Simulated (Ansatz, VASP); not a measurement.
One calculation of MgO, two programs

```
Mg O
1.0
     2.10760   -2.10760    0.00000
     2.10760    0.00000   -2.10760
     9.27342    8.43038    7.58735
Mg O
6 6
Direct
  0.00000 0.85000 0.37500
  0.33333 0.25000 0.20833
  0.66667 0.45000 0.54167
  0.00000 0.65000 0.87500
  0.33333 0.05000 0.70833
  0.66667 0.65000 0.04167
  0.66667 0.55000 0.29167
  0.00000 0.95000 0.12500
  0.33333 0.15000 0.45833
  0.66667 0.35000 0.79167
  0.00000 0.75000 0.62500
  0.33333 0.95000 0.95833
```

Alike in both runs: task single point; functional PBEsol; k mesh 9 × 9 × 2; occupations gaussian, width 0.05 eV; no spin polarisation.

|  | VASP | Ansatz |
| --- | --- | --- |
| version | VASP 6.6.1 | Ansatz 0.2.0 |
| potentials or method | VASP PAW PBE potentials, release 64 (Mg, O), cutoff 520 eV | scalar-relativistic, plane waves, PAW |
| valence electrons in the cell | 48 | 96 |

|  | VASP | Ansatz | Ansatz less VASP |
| --- | --- | --- | --- |
| gap on the k mesh at the Fermi level (eV) | 4.17 | 4.16 | -0.004 |
| least direct gap on the mesh (eV) | 4.17 | 4.16 | -0.004 |
| pressure (GPa) | 9.9 | 9.9 | -0.04 |
| traceless stress, the component that is largest in VASP (GPa) | 14.00 | 13.19 | -0.814 |
| rms of the force components (eV/Å) | 3.290 | 3.099 | -0.1912 |

VASP's potentials were made for PBE, not for PBEsol, and Ansatz warns of the same on its side. Atom by atom the forces differ by 0.191 eV/Å (rms over components). With one functional, cell and mesh, what is left measures potentials, basis and numerics. VASP's potentials hold 48 valence electrons a cell and Ansatz's 96, so a difference there can come from the potentials and not from the codes.
